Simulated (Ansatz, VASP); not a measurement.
**One calculation of Bi, two programs**

Contents of INCAR:

```
SYSTEM = Bi
  PREC = Accurate
  ENCUT = 600
  EDIFF = 1E-7
  ISMEAR = -1
  SIGMA = 0.1
  LREAL = .False.
  LASPH = .True.
  NELM = 100
  ALGO = Normal
  ISIF = 3
  LWAVE = .False.
  LCHARG = .False.
  GGA = PS
  IBRION = 2
  NSW = 80
  EDIFFG = -0.01
```

File KPOINTS:

```
regular mesh
0
Gamma
  11 11 11
  0 0 0
```

The input POSCAR:

```
Bi
1.0
    0.0000000000      2.5158775227      2.5158775227
    2.5158775227      0.0000000000      2.5158775227
    2.5158775227      2.5158775227      0.0000000000
Bi
1
Direct
    0.0000000000      0.0000000000      0.0000000000
```

Input for Ansatz:

```yaml
crystal:
  lattice:
    - [0.0, 2.5158775227, 2.5158775227]
    - [2.5158775227, 0.0, 2.5158775227]
    - [2.5158775227, 2.5158775227, 0.0]
  atoms:
    - { symbol: Bi, position: [0.0, 0.0, 0.0] }
hamiltonian:
  xc: pbesol
  pseudopotentials:
    kind: paw
    azcp:
      Bi: "pseudopotentials/Bi.paw.azcp"
basis:
  ecutwfc: 420
  fft_grid_basis: typed
kpoints:
  mp_grid: { grid: [11, 11, 11], shift: [0, 0, 0] }
magnetization:
  spin_polarized: false
scf:
  occupations: { method: fermi_dirac, width: 0.1 }
relax:
  max_steps: 60
  f_tol: 0.01
  cell: {}
output:
  write_density: true
  write_potential: true
  elf: true
  volumetric_format: npy
```

Alike in both runs: task relaxation of cell and atoms; functional PBEsol; k mesh 11 × 11 × 11; occupations fermi-dirac, width 0.1 eV; no spin polarisation.

```csv
,VASP,Ansatz
version,VASP 6.6.1,Ansatz 0.2.0
potentials or method,"VASP PAW PBE potentials, release 64 (Bi_d), cutoff 600 eV","plane waves (420 eV) with PAW, scalar-relativistic"
valence electrons in the cell,15,15
```

|  | VASP | Ansatz | Ansatz less VASP |
| --- | --- | --- | --- |
| relaxed volume (Å³/atom) | 30.25 | 30.24 | -0.008 |
| relaxed cell length with the largest relative difference (Å) | 3.497 | 3.497 | -0.0003 |

VASP's potentials were made for PBE, not for PBEsol, and Ansatz warns of the same on its side.

Neither program's run includes spin-orbit coupling.
